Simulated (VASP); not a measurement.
Crystal: SiO2.

```
Si O
1.0
    -2.37405    2.37405    3.74400
     2.37405   -2.37405    3.74400
     2.37405    2.37405   -3.74400
Si O
2 4
Cartesian
  0.0000 0.0000 0.0000
  0.0000 2.3740 1.8720
  1.1870 2.9599 2.8080
  0.5858 1.1870 0.9360
  -1.1870 1.7882 2.8080
  -0.5858 3.5611 0.9360
```

Base run:

| Quantity | Value |
| --- | --- |
| Program | VASP 6.6.1 |
| Functional | PBEsol |
| Potentials or basis | VASP PAW PBE potentials, release 64 (Si, O) |
| Cutoff | 520 eV |
| k mesh | 6 × 6 × 6, shifted |
| Occupations | gaussian, width 0.02 eV |
| Spin | no spin polarisation |

Its results: band gap on the k mesh 6.13 eV, direct; pressure 1.6 GPa; largest force 0.026 eV/Å.

Problem. The run is repeated on the same cell with these changes: k mesh from 6 × 6 × 6, shifted to 4 × 4 × 4, shifted. What comes out?

Solution. Band gap on the k mesh 6.32 eV, direct; pressure 1.6 GPa; largest force 0.026 eV/Å.

Caveats: the PAW data sets were made with another functional, which shifts forces and pressure a little.

A k mesh can miss the band edges.
